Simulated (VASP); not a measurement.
**BAs: single point with PBE**

Crystal: BAs.

```
CELL_PARAMETERS angstrom
0.00000 2.48404 2.38850
2.48404 0.00000 2.38850
2.48404 2.48404 0.00000
ATOMIC_POSITIONS crystal
B 0.00000 0.00000 0.00000
As 0.75000 0.75000 0.75000
```

This cell differs from its parent crystal: strain +0.040 along x and y, +0.000 along z.

| Quantity | Value |
| --- | --- |
| Program | VASP 6.6.1 |
| Task | single point |
| Functional | PBE |
| Potentials or basis | VASP PAW PBE potentials, release 64 (B, As) |
| Cutoff | 520 eV |
| k mesh | 10 × 10 × 10 |
| Occupations | gaussian, width 0.05 eV |
| Spin | no spin polarisation |
| Dipole correction | no |
| Further INCAR settings | ALGO = Normal; EDIFF = 1e-07; NBANDS = 11 |

```yaml
Pressure: -6.3 GPa
Band_gap_on_the_k_mesh: 0.70 eV, indirect (least direct gap 2.79 eV)
```

Stress tensor (GPa, compression positive):
```
-8.70  0.00  0.00
 0.00 -8.70  0.00
 0.00  0.00 -1.61
```

Levels at points of the mesh, in eV from the valence-band top:
| k point | band 1 | band 2 | band 3 | band 4 | band 5 | band 6 | band 7 | band 8 |
| --- | --- | --- | --- | --- | --- | --- | --- | --- |
| (0.00, 0.00, 0.00) | -14.94 | -0.35 | -0.35 | 0.00 | 2.79 | 3.04 | 3.04 | 3.47 |
| (0.50, 0.00, 0.00) | -12.34 | -8.46 | -2.13 | -1.71 | 1.96 | 4.32 | 4.66 | 8.48 |
| (0.50, 0.50, 0.00) | -10.97 | -8.14 | -4.22 | -4.22 | 0.99 | 1.01 | 10.43 | 10.43 |
| (0.50, 0.00, 0.50) | -11.24 | -8.43 | -3.90 | -3.84 | 1.43 | 1.44 | 10.11 | 10.55 |

It took 53 s on 1 thread of Intel Xeon 8259CL (shared host), peak memory 0.18 GiB.

Caveat: the cell differs from its parent crystal (strain +0.040 along x and y, +0.000 along z). A k mesh can miss the band edges.
